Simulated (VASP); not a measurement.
# TiO2: single point with LDA

The system is TiO2.

```
Ti O
1.0
     2.64397   -2.64398   -0.01946
     2.64397    2.64398   -0.01946
    -2.60762    0.00000    4.74759
Ti O
2 4
Direct
  0.12508 0.87492 0.25000
  0.87492 0.12508 0.75000
  0.33292 0.08312 0.66594
  0.66708 0.91688 0.33406
  0.91688 0.66708 0.83406
  0.08312 0.33292 0.16594
```

```
Program                : VASP 6.6.1
Task                   : single point
Functional             : LDA
Potentials or basis    : VASP PAW LDA potentials, release 64 (Ti_sv, O)
Cutoff                 : 520 eV
k mesh                 : 8 × 8 × 6
Occupations            : gaussian, width 0.02 eV
Spin                   : no spin polarisation
Dipole correction      : no
Further INCAR settings : ALGO = Normal; EDIFF = 1e-06; NBANDS = 33
```

The pressure is 1.3 GPa and the largest force is 0.033 eV/Å. The band gap on the k mesh is 2.11 eV (least direct gap 2.42 eV).

Forces in eV/Å, atoms in the order of the input:
```
Ti   0.000  0.000  0.000
Ti   0.000  0.000  0.000
O    0.000  0.000  0.033
O    0.000  0.000 -0.033
O    0.000  0.000 -0.033
O    0.000  0.000  0.033
```

Levels at points of the mesh, in eV from the valence-band top:
| k point | band 21 | band 22 | band 23 | band 24 | band 25 | band 26 | band 27 | band 28 |
| --- | --- | --- | --- | --- | --- | --- | --- | --- |
| (0.00, 0.00, 0.00) | -0.73 | -0.73 | -0.47 | -0.47 | 2.11 | 2.91 | 4.14 | 4.14 |
| (0.50, 0.00, 0.00) | -2.01 | -1.00 | -0.78 | -0.62 | 3.32 | 3.67 | 3.68 | 3.79 |
| (0.50, 0.50, 0.00) | -2.15 | -2.14 | 0.00 | 0.00 | 3.44 | 3.44 | 3.96 | 3.96 |
| (0.00, 0.00, 0.50) | -1.25 | -1.25 | -0.07 | -0.07 | 2.49 | 2.49 | 3.90 | 3.90 |
| (0.50, 0.00, 0.50) | -2.01 | -1.00 | -0.78 | -0.62 | 3.32 | 3.67 | 3.68 | 3.79 |
| (0.50, 0.50, 0.50) | -2.14 | -2.14 | 0.00 | 0.00 | 3.44 | 3.44 | 3.96 | 3.96 |

It took 6.1 min on 1 thread of Intel Xeon 8259CL, on a shared host, peak memory 0.29 GiB.

A k mesh can miss the band edges.
